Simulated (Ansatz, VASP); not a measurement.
# Two plane-wave programs on Si

File INCAR:

```
SYSTEM = Si
ALGO = Normal
EDIFF = 1E-6
ENCUT = 500
GGA = PE
GGA_COMPAT = .False.
ISIF = 2
ISMEAR = -1
LASPH = .True.
LCHARG = .False.
LREAL = .False.
LWAVE = .False.
NBANDS = 8
NELM = 120
PREC = Accurate
SIGMA = 0.1
```

KPOINTS

```
k-points
0
Gamma
  17 17 17
  0 0 0
```

The input POSCAR:

```
Si
1.0
   -1.6269100000      1.6269100000      1.2807201000
    1.6269100000     -1.6269100000      1.2807201000
    1.6269100000      1.6269100000     -1.2807201000
Si
1
Direct
    0.0000000000      0.0000000000      0.0000000000
```

Input for Ansatz:

```yaml
crystal:
  lattice:
    - [-1.62691, 1.62691, 1.2807201]
    - [1.62691, -1.62691, 1.2807201]
    - [1.62691, 1.62691, -1.2807201]
  atoms:
    - { symbol: Si, position: [0.0, 0.0, 0.0] }
basis:
  ecutwfc: 520.0
kpoints:
  mp_grid:
    grid: [17, 17, 17]
hamiltonian:
  xc: pbe
scf:
  occupations:
    method: fermi_dirac
    width: 0.1
output:
  stress: true
```

Alike in both runs: task single point; functional PBE; k mesh 17 × 17 × 17; occupations fermi-dirac, width 0.1 eV; no spin polarisation.

|  | VASP | Ansatz |
| --- | --- | --- |
| version | VASP 6.6.1 | Ansatz 0.2.0 |
| potentials or method | VASP PAW PBE potentials, release 64 (Si), cutoff 500 eV | plane waves, PAW |
| valence electrons in the cell | 4 | 4 |

|  | VASP | Ansatz | Ansatz less VASP |
| --- | --- | --- | --- |
| pressure (GPa) | 7.1 | 7.2 | +0.06 |
| traceless stress, the component that is largest in VASP (GPa) | 0.76 | 0.80 | +0.040 |

With one functional, cell and mesh, what is left measures potentials, basis and numerics.
